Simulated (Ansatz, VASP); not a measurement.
# Mn: VASP beside Ansatz

```xyz
8
Lattice="4.4403 0.0000 0.0000 0.0000 4.4403 0.0000 0.0000 0.0000 4.4403" Properties=species:S:1:pos:R:3 pbc="T T T"
Mn    0.0000    0.0000    0.0000
Mn    2.2202    2.2202    2.2202
Mn    1.1101    0.0000    2.2202
Mn    3.3302    0.0000    2.2202
Mn    2.2202    1.1101    4.4403
Mn    2.2202    3.3302    0.0000
Mn    4.4403    2.2202    1.1101
Mn    4.4403    2.2202    3.3302
```

Alike in both runs: task single point; functional revPBE; k mesh 8 × 8 × 8; occupations fermi-dirac, width 0.05 eV; collinear spin.

|  | VASP | Ansatz |
| --- | --- | --- |
| version | VASP 6.6.1 | Ansatz 0.2.0 |
| potentials or method | VASP PAW PBE potentials, release 64 (Mn_pv), cutoff 520 eV | plane waves (420 eV) with PAW, scalar-relativistic |
| valence electrons in the cell | 104 | 120 |

```tsv
	VASP	Ansatz	Ansatz less VASP
net moment per atom (μB)	0.00	0.31	+0.309
size of the moment on the site where the two differ most (μB)	0.01	0.33	+0.313
```

The net moments are unlike, so the other rows may belong to different states. VASP's potentials were made for PBE, not for revPBE. Site moments also hang on the region over which each program counts them. VASP's potentials hold 104 valence electrons a cell and Ansatz's 120, so a difference there can come from the potentials and not from the codes.
